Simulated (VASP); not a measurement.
**W: single point with PBE**

W:

```
W
1.0
     2.87416    0.00000    0.00057
    -0.95805    2.70978    0.00057
     0.95847    1.35549    2.17509
W
1
Direct
  0.00000 0.00000 0.00000
```

```yaml
Program: VASP 6.6.1
Task: single point
Functional: PBE
Potentials_or_basis: VASP PAW PBE potentials, release 64 (W_sv)
Cutoff: 520 eV
k_mesh: 13 × 13 × 16
Occupations: gaussian, width 0.1 eV
Spin: no spin polarisation
Dipole_correction: no
Further_INCAR_settings: ALGO = Fast; EDIFF = 1e-06; NBANDS = 13
```

| Property | Result |
| --- | --- |
| Pressure | -11.9 GPa |
| Band gap on the k mesh | zero (band 7 reaches 14.13 eV, above the bottom of band 8 at 9.62 eV) |

Stress tensor (GPa, compression positive):
```
-17.92  -0.34   0.00
 -0.34 -18.16   0.00
  0.00   0.00   0.41
```

Levels at points of the mesh, in eV from the Fermi level:
```
           k point  band 5  band 6  band 7  band 8  band 9  band 10
(0.00, 0.00, 0.00)   -9.29   -1.91   -1.02   -0.67    1.80     2.57
(0.00, 0.00, 0.50)   -5.81   -3.45    1.28    1.91    2.47     6.14
```

Wall time 4.1 min on 1 thread of AMD EPYC 7R43 64-Core Processor (Zen 3), on a shared host, peak memory 0.22 GiB.

Caveat: spin-orbit coupling is left out, which moves the levels of the heavy elements.
